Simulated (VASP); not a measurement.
# SiSnSeS2 (P4/mmm) in VASP: further runs

SiSnSeS2 is run at these levels: PBE; tasks: single point.

Program: VASP 6.6.1. These are calculated values, not measurements. Logs are shortened: lines on timing, memory, paths and dates and some standing lists are left out, and cuts for length are marked.

**1. The cell of the first run**

The structure is tetragonal, space group P4/mmm (No. 123). Conventional cell: a = 4.538 Å, b = 4.538 Å, c = 5.051 Å, α = 90.00°, β = 90.00°, γ = 90.00°. Within 3.0 Å of Si (site symmetry 4/mmm) lie 4 S at 2.27 Å and 2 Se at 2.53 Å. Sn (site symmetry 4/mmm) has 4 Se at 3.21 Å and 8 S at 3.40 Å and 8 Si at 4.08 Å within 4.2 Å. Se (site symmetry 4/mmm) has 2 Si at 2.53 Å and 4 Sn at 3.21 Å and 8 S at 3.40 Å within 3.4 Å. S (site symmetry mmm) has 2 Si at 2.27 Å within 3.0 Å.

The cell was generated, and may not be a known phase.

**2. Single point, PBE**

File INCAR:

```
ALGO = Normal
EDIFF = 1E-6
ENCUT = 500
GGA = PE
GGA_COMPAT = False
ISIF = 2
ISMEAR = 0
LASPH = True
LCHARG = False
LREAL = False
LWAVE = False
NBANDS = 26
NELM = 120
PREC = Accurate
SIGMA = 0.15
```

File KPOINTS:

```
k-points
0
Gamma
  3 3 3
```

File POSCAR:

```
SiSnSeS2
1.0
    4.5378896681      0.0000000000      0.0000000000
    0.0000000000      4.5378896681      0.0000000000
    0.0000000000      0.0000000000      5.0511072798
Si Sn Se S
1 1 1 2
Direct
    0.5000000000      0.5000000000      0.5000000000
    0.0000000000      0.0000000000      0.0000000000
    0.5000000000      0.5000000000      0.0000000000
    0.5000000000      0.0000000000      0.5000000000
    0.0000000000      0.5000000000      0.5000000000
```

Potentials or basis: VASP PAW PBE potentials, release 64 (Si, Sn_d, Se, S).

The run is started by

```bash
$ cat potpaw_PBE.64/Si/POTCAR potpaw_PBE.64/Sn_d/POTCAR potpaw_PBE.64/Se/POTCAR potpaw_PBE.64/S/POTCAR > POTCAR
$ mpirun -np 1 vasp_std > vasp.out
```

OUTCAR:

```text
EDIFF = 1E-6
   ENCUT = 500
   GGA = PE
   ISIF = 2
   ISMEAR = 0
   LASPH = True
   LREAL = False
   NELM = 120
   PREC = Accurate

 ion  position               nearest neighbor table
   1  0.500  0.500  0.500-   4 2.27   5 2.27   4 2.27   5 2.27   3 2.53   3 2.53
   2  0.000  0.000  0.000-   3 3.21   3 3.21   3 3.21   3 3.21
   3  0.500  0.500  0.000-   1 2.53   1 2.53   2 3.21   2 3.21   2 3.21   2 3.21
   4  0.500  0.000  0.500-   1 2.27   1 2.27
   5  0.000  0.500  0.500-   1 2.27   1 2.27

  LATTYP: Found a simple tetragonal cell.
 ALAT       =     4.5378896681
 C/A-ratio  =     1.1130960974

  Lattice vectors:

 A1 = (   4.5378896681,   0.0000000000,   0.0000000000)
 A2 = (   0.0000000000,   4.5378896681,   0.0000000000)
 A3 = (   0.0000000000,   0.0000000000,   5.0511072798)

Analysis of symmetry for initial positions (statically):
=====================================================================
 Subroutine PRICEL returns:
 Original cell was already a primitive cell.

 Routine SETGRP: Setting up the symmetry group for a
 simple tetragonal supercell.

 Subroutine GETGRP returns: Found 16 space group operations
 (whereof 16 operations were pure point group operations)
 out of a pool of 16 trial point group operations.

The static configuration has the point symmetry D_4h.

Analysis of symmetry for dynamics (positions and initial velocities):
=====================================================================
 Subroutine PRICEL returns:
 Original cell was already a primitive cell.

 Routine SETGRP: Setting up the symmetry group for a
 simple tetragonal supercell.

 Subroutine GETGRP returns: Found 16 space group operations
 (whereof 16 operations were pure point group operations)
 out of a pool of 16 trial point group operations.

The dynamic configuration has the point symmetry D_4h.

 Subroutine INISYM returns: Found 16 space group operations
 (whereof 16 operations are pure point group operations),
 and found     1 'primitive' translations

----------------------------------------------------------------------------------------

                                     Primitive cell

  volume of cell :     104.0146

  direct lattice vectors                    reciprocal lattice vectors
     4.537889668  0.000000000  0.000000000     0.220366750  0.000000000  0.000000000
     0.000000000  4.537889668  0.000000000     0.000000000  0.220366750  0.000000000
     0.000000000  0.000000000  5.051107280     0.000000000  0.000000000  0.197976393

  length of vectors
     4.537889668  4.537889668  5.051107280     0.220366750  0.220366750  0.197976393

  position of ions in fractional coordinates (direct lattice)
     0.500000000  0.500000000  0.500000000
     0.000000000  0.000000000  0.000000000
     0.500000000  0.500000000  0.000000000
     0.500000000  0.000000000  0.500000000
     0.000000000  0.500000000  0.500000000

  ion indices of the primitive-cell ions
   primitive index   ion index
                 1           1
                 2           2
                 3           3
                 4           4
                 5           5

----------------------------------------------------------------------------------------

 KPOINTS: k-points

Automatic generation of k-mesh.
 Grid dimensions read from file:
 generate k-points for:    3    3    3

 Generating k-lattice:

  Cartesian coordinates                     Fractional coordinates (reciprocal lattice)
     0.073455583  0.000000000  0.000000000     0.333333333  0.000000000  0.000000000
     0.000000000  0.073455583  0.000000000     0.000000000  0.333333333  0.000000000
     0.000000000  0.000000000  0.065992131     0.000000000  0.000000000  0.333333333

  Length of vectors
     0.073455583  0.073455583  0.065992131

  Shift w.r.t. Gamma in fractional coordinates (k-lattice)
     0.000000000  0.000000000  0.000000000

 Subroutine IBZKPT returns following result:
 ===========================================

 Found      6 irreducible k-points:

 Following reciprocal coordinates:
            Coordinates               Weight
  0.000000  0.000000  0.000000      1.000000
  0.333333  0.000000  0.000000      4.000000
  0.333333  0.333333  0.000000      4.000000
  0.000000  0.000000  0.333333      2.000000
  0.333333  0.000000  0.333333      8.000000
  0.333333  0.333333  0.333333      8.000000
   k-points           NKPTS =      6   k-points in BZ     NKDIM =      6   number of bands    NBANDS=     26
   number of dos      NEDOS =    301   number of ions     NIONS =      5
   total plane-waves  NPLWV =  51840
   dimension x,y,z NGX =    36 NGY =   36 NGZ =   40
   dimension x,y,z NGXF=    72 NGYF=   72 NGZF=   80
   ions per type =               1   1   1   2
   NGX,Y,Z   is equivalent  to a cutoff of  13.19, 13.19, 13.17 a.u.
   NGXF,Y,Z  is equivalent  to a cutoff of  26.38, 26.38, 26.33 a.u.
 SYSTEM =  unknown system
   PREC   = accura    normal or accurate (medium, high low for compatibility)
   ISTART =      0    job   : 0-new  1-cont  2-samecut
   ICHARG =      2    charge: 1-file 2-atom 10-const
   ISPIN  =      1    spin polarized calculation?
   LNONCOLLINEAR =      F non collinear calculations
   LSORBIT =      F    spin-orbit coupling
   LASPH  =      T    aspherical Exc in radial PAW
   ENCUT  =  500.0 eV  36.75 Ry    6.06 a.u.   8.27  8.27  9.21*2*pi/ulx,y,z
   NELM   =    120;   NELMIN=  2; NELMDL= -5     # of ELM steps
   EDIFF  = 0.1E-05   stopping-criterion for ELM
   LREAL  =      F    real-space projection
   EDIFFG = 0.1E-04   stopping-criterion for IOM
   NSW    =      0    number of steps for IOM
   IBRION =     -1    ionic relax: 0-MD 1-quasi-New 2-CG
   NFREE  =      0    steps in history (QN), initial steepest desc. (CG)
   ISIF   =      2    stress and relaxation
   ISYM   =      2    0-nonsym 1-usesym 2-fastsym
   POTIM  = 0.5000    time-step for ionic-motion
   TEBEG  =    0.0;   TEEND  =   0.0 temperature during run
   PSTRESS=    0.0 pullay stress
   NELECT =      36.0000    total number of electrons
   NUPDOWN=      -1.0000    fix difference up-down
   EMIN   =  10.00;   EMAX   =-10.00  energy-range for DOS
   EFERMI =   0.00;   METHOD = LEGACY
   ISMEAR =     0;   SIGMA  =   0.15  broadening in eV -4-tet -1-fermi 0-gaus
   EFERMI_NEDOS =   21; number of points for ismear=-14 and -15
[... 49 lines left out ...]
      9      -0.3903      2.00000
     10      -0.3903      2.00000
     11      -0.2852      2.00000
     12      -0.2646      2.00000
     13       3.2732      2.00000
     14       4.1802      2.00000
     15       4.1802      2.00000
     16       4.8584      2.00000
     17       4.9663      2.00000
     18       5.1847      2.00000
     19       5.1847      2.00000
     20       9.7446      0.00000
     21      10.3552      0.00000
     22      10.3552      0.00000
     23      10.4210      0.00000
     24      10.4210      0.00000
     25      10.7210      0.00000
     26      10.7966      0.00000

 k-point     2 :       0.3333    0.0000    0.0000
  band No.  band energies     occupation
      1     -15.8380      2.00000
      2     -15.8268      2.00000
      3     -15.8252      2.00000
      4     -15.8007      2.00000
      5     -15.8005      2.00000
      6      -8.4814      2.00000
      7      -6.4523      2.00000
      8      -5.8093      2.00000
      9      -1.1777      2.00000
     10      -0.0811      2.00000
     11       0.1133      2.00000
     12       0.1469      2.00000
     13       3.4639      2.00000
     14       3.8474      2.00000
     15       3.9083      2.00000
     16       4.4430      2.00000
     17       4.7265      2.00000
     18       5.1784      2.00000
     19       6.8505      0.00000
     20       7.8263      0.00000
     21       8.7935      0.00000
     22       8.9205      0.00000
     23      10.7850      0.00000
     24      11.6738      0.00000
     25      13.2821      0.00000
     26      13.3553      0.00000

 k-point     3 :       0.3333    0.3333    0.0000
  band No.  band energies     occupation
      1     -15.8362      2.00000
      2     -15.8266      2.00000
      3     -15.8266      2.00000
      4     -15.8043      2.00000
      5     -15.7971      2.00000
      6      -7.9644      2.00000
      7      -6.4529      2.00000
      8      -6.2468      2.00000
      9      -2.4951      2.00000
     10      -0.6681      2.00000
     11       0.5470      2.00000
     12       2.3219      2.00000
     13       2.7209      2.00000
     14       3.4610      2.00000
     15       3.8313      2.00000
     16       3.8450      2.00000
     17       4.3769      2.00000
     18       6.1784      1.76576
     19       6.4411      0.19799
     20       7.6447      0.00000
     21       9.1830      0.00000
     22       9.5970      0.00000
     23      11.6336      0.00000
     24      12.0640      0.00000
     25      12.8063      0.00000
     26      13.5807      0.00000

 k-point     4 :       0.0000    0.0000    0.3333
  band No.  band energies     occupation
      1     -15.8386      2.00000
      2     -15.8257      2.00000
      3     -15.8257      2.00000
      4     -15.8038      2.00000
      5     -15.7985      2.00000
      6      -8.6141      2.00000
      7      -6.7830      2.00000
      8      -5.4018      2.00000
      9      -0.5529      2.00000
     10      -0.1951      2.00000
     11      -0.1951      2.00000
     12       0.9026      2.00000
     13       2.9161      2.00000
     14       3.4826      2.00000
     15       3.4826      2.00000
     16       4.5224      2.00000
     17       5.2595      2.00000
     18       5.2595      2.00000
     19       6.5558      0.01781
     20       7.8509      0.00000
     21       9.7569      0.00000
     22       9.7569      0.00000
     23      10.9356      0.00000
     24      11.0808      0.00000
     25      12.2918      0.00000
     26      12.5408      0.00000

 k-point     5 :       0.3333    0.0000    0.3333
  band No.  band energies     occupation
      1     -15.8367      2.00000
      2     -15.8277      2.00000
      3     -15.8256      2.00000
      4     -15.8007      2.00000
      5     -15.8003      2.00000
      6      -8.0904      2.00000
      7      -6.6604      2.00000
      8      -6.2207      2.00000
      9      -1.5787      2.00000
     10      -0.8088      2.00000
     11       0.0842      2.00000
     12       2.2074      2.00000
     13       3.4066      2.00000
     14       3.9333      2.00000
     15       4.1474      2.00000
     16       4.1624      2.00000
     17       4.3624      2.00000
     18       5.7204      2.00000
     19       6.4588      0.14566
     20       7.9428      0.00000
     21       8.3258      0.00000
     22       8.7914      0.00000
     23      10.7564      0.00000
     24      11.7496      0.00000
     25      12.7868      0.00000
     26      12.8576      0.00000

 k-point     6 :       0.3333    0.3333    0.3333
  band No.  band energies     occupation
      1     -15.8349      2.00000
      2     -15.8275      2.00000
      3     -15.8274      2.00000
      4     -15.8041      2.00000
      5     -15.7970      2.00000
      6      -7.5781      2.00000
      7      -6.5591      2.00000
      8      -6.4041      2.00000
      9      -3.3794      2.00000
     10      -0.7527      2.00000
     11       1.5847      2.00000
     12       1.7281      2.00000
     13       2.8192      2.00000
     14       2.8700      2.00000
     15       3.1675      2.00000
     16       5.5869      2.00000
     17       5.6228      2.00000
     18       6.2118      1.61788
     19       6.7105      0.00013
     20       8.2495      0.00000
     21       9.1129      0.00000
     22       9.8119      0.00000
     23      10.0462      0.00000
     24      10.9314      0.00000
     25      12.9086      0.00000
     26      13.3166      0.00000

------------------------ aborting loop because EDIFF is reached ----------------------------------------

  FORCE on cell =-STRESS in cart. coord.  units (eV):
  Direction    XX          YY          ZZ          XY          YZ          ZX
  --------------------------------------------------------------------------------------
  -------------------------------------------------------------------------------------
  Total       -0.2366296     -0.2366296     -0.1171449      0.0000000      0.0000000      0.0000000
  in kB       -3.6448958     -3.6448958     -1.8044282      0.0000000      0.0000000      0.0000000
  external PRESSURE =      -3.0314066 kB  Pullay stress =       0.0000000 kB

 VOLUME and BASIS-vectors are now :
 -----------------------------------------------------------------------------
  energy-cutoff  :      500.00
  volume of cell :      104.01
      direct lattice vectors                 reciprocal lattice vectors
     4.537889668  0.000000000  0.000000000     0.220366750  0.000000000  0.000000000
     0.000000000  4.537889668  0.000000000     0.000000000  0.220366750  0.000000000
     0.000000000  0.000000000  5.051107280     0.000000000  0.000000000  0.197976393

 POSITION                                       TOTAL-FORCE (eV/Angst)
 -----------------------------------------------------------------------------------
      2.26894      2.26894      2.52555         0.000000      0.000000      0.000000
      0.00000      0.00000      0.00000         0.000000      0.000000      0.000000
      2.26894      2.26894      0.00000         0.000000      0.000000      0.000000
      2.26894      0.00000      2.52555         0.000000      0.000000      0.000000
      0.00000      2.26894      2.52555         0.000000      0.000000      0.000000
 -----------------------------------------------------------------------------------
    total drift:                                0.000000      0.000000      0.000000

  FREE ENERGIE OF THE ION-ELECTRON SYSTEM (eV)
  ---------------------------------------------------
  free  energy   TOTEN  =       -21.1061180507 eV

  energy  without entropy=      -21.0682535122  energy(sigma->0) =      -21.08718578
```

It took 24 s on 1 thread of Intel Xeon 8259CL, shared host; peak memory 0.22 GiB.

Results:

* Free energy: -21.1061 eV
* Pressure: -0.3 GPa
* Band gap on the k mesh: zero (bands 18 and 19 overlap by 1.03 eV)

Stress tensor (GPa, compression positive):
```
-0.36  0.00  0.00
 0.00 -0.36  0.00
 0.00  0.00 -0.18
```

Levels at points of the mesh, in eV from the Fermi level:
```csv
k point,band 14,band 15,band 16,band 17,band 18,band 19,band 20,band 21,band 22,band 23
"(0.00, 0.00, 0.00)",-2.12,-2.12,-1.45,-1.34,-1.12,-1.12,3.44,4.05,4.05,4.12
```

Caveat: the k points lie up to 0.46 Å⁻¹ apart, too coarse for converged energies and pressures of a metal; spin-orbit coupling is left out, which moves the levels of the heavy elements.

**3. Single point, PBE**

This run uses another cell than the first one, of 22.85 Å³/atom.

File INCAR:

```
SYSTEM = SiSnSeS2
PREC = Accurate
ENCUT = 500
EDIFF = 1E-6
ISMEAR = 0
SIGMA = 0.15
LREAL = .FALSE.
LASPH = .TRUE.
NELM = 120
ALGO = Normal
ISIF = 2
LWAVE = .FALSE.
LCHARG = .FALSE.
GGA = PE
NBANDS = 26
GGA_COMPAT = .FALSE.
```

File KPOINTS:

```
Automatic mesh
0
G
  3 3 3
  0 0 0
```

File POSCAR:

```
SiSnSeS2
1.0
    4.7472124393      0.0000000000      0.0000000000
    0.0000000000      4.7472124393      0.0000000000
    0.0000000000      0.0000000000      5.0692007189
Si Sn Se S
1 1 1 2
Direct
    0.5000000000      0.5000000000      0.0000000000
    0.0000000000      0.0000000000      0.0000000000
    0.5000000000      0.5000000000      0.5000000000
    0.5000000000      0.0000000000      0.5000000000
    0.0000000000      0.5000000000      0.5000000000
```

Potentials or basis: VASP PAW PBE potentials, release 64 (Si, Sn_d, Se, S).

The run is started by

```bash
$ cat potpaw_PBE.64/Si/POTCAR potpaw_PBE.64/Sn_d/POTCAR potpaw_PBE.64/Se/POTCAR potpaw_PBE.64/S/POTCAR > POTCAR
$ mpirun -np 1 vasp_std > vasp.out
```

Run time: 21 s. Hardware: 1 thread of Intel Xeon 8259CL, shared host; peak memory 0.22 GiB.

It converged, with:

```yaml
Free_energy: -18.4149 eV
Pressure: -0.4 GPa
Band_gap_on_the_k_mesh: zero (bands 18 and 19 overlap by 0.92 eV)
```

Stress tensor (GPa, compression positive):
```
-0.48  0.00  0.00
 0.00 -0.48  0.00
 0.00  0.00 -0.35
```

Levels at points of the mesh, in eV from the Fermi level:
```tsv
k point	band 15	band 16	band 17	band 18	band 19	band 20	band 21	band 22
(0.00, 0.00, 0.00)	-2.07	-1.94	-1.82	-0.31	-0.31	3.07	3.76	3.76
```

Caveat: the k points lie up to 0.44 Å⁻¹ apart, too coarse for converged energies and pressures of a metal; spin-orbit coupling is left out, which moves the levels of the heavy elements.

**4. Single point, PBE**

This run uses another cell than the first one, of 25.81 Å³/atom.

File INCAR:

```
SYSTEM = SiSnSeS2
PREC = Accurate
ENCUT = 500
EDIFF = 1E-6
ISMEAR = 0
SIGMA = 0.15
LREAL = .False.
LASPH = .True.
NELM = 120
ALGO = Normal
ISIF = 2
LWAVE = .False.
LCHARG = .False.
GGA = PE
NBANDS = 26
GGA_COMPAT = .False.
```

File KPOINTS:

```
Automatic mesh
0
Gamma
  3 3 3
  0 0 0
```

File POSCAR:

```
SiSnSeS2
1.0
    4.8876949134      0.0000000000      0.0000000000
    0.0000000000      4.8876949134      0.0000000000
    0.0000000000      0.0000000000      5.4019504935
Si Sn Se S
1 1 1 2
Direct
    0.5000000000      0.5000000000      0.0000000000
    0.5000000000      0.5000000000      0.5000000000
    0.0000000000      0.0000000000      0.0000000000
    0.5000000000      0.0000000000      0.5000000000
    0.0000000000      0.5000000000      0.5000000000
```

The run is started by

```bash
$ cat potpaw_PBE.64/Si/POTCAR potpaw_PBE.64/Sn_d/POTCAR potpaw_PBE.64/Se/POTCAR potpaw_PBE.64/S/POTCAR > POTCAR
$ mpirun -np 1 vasp_std > vasp.out
```

Run time: 23 s. Hardware: 1 thread of Intel Xeon 8259CL, shared host; peak memory 0.23 GiB.

Results (log left out):

| Quantity | Value |
| --- | --- |
| Free energy | -16.8049 eV |
| Pressure | 0.0 GPa |
| Band gap on the k mesh | zero (bands 18 and 19 overlap by 0.42 eV) |

Levels at points of the mesh, in eV from the Fermi level:
```csv
k point,band 15,band 16,band 17,band 18,band 19,band 20,band 21,band 22
"(0.00, 0.00, 0.00)",-1.51,-1.01,-0.67,-0.39,-0.39,0.99,2.31,2.31
```

Caveat: the k points lie up to 0.43 Å⁻¹ apart; semilocal functionals underestimate gaps, and a narrow one can read as zero; spin-orbit coupling is left out, which moves the levels of the heavy elements.

**5. Overview**

```csv
cell,gap on the mesh (eV),pressure (GPa)
"a = 4.538, b = 4.538, c = 5.051 Å, 5 atoms, atomic positions A",none,-0.3
"a = 4.747, b = 4.747, c = 5.069 Å, 5 atoms, atomic positions B",none,-0.4
"a = 4.888, b = 4.888, c = 5.402 Å, 5 atoms, atomic positions C",none,0.0
```

Alike in all rows: task single point; level PBE; potentials or basis VASP PAW PBE potentials, release 64 (Si, Sn_d, Se, S); no spin polarisation; k mesh 3 × 3 × 3; cutoff (eV) 500; smearing gaussian 0.15 eV.

Caveats: all runs use coarse meshes; spin-orbit coupling is left out, which moves the levels of the heavy elements; semilocal functionals underestimate gaps, and a narrow one can read as zero (at least some runs).

Total energies depend on the potentials used, so only differences within one code and one set of settings carry meaning.
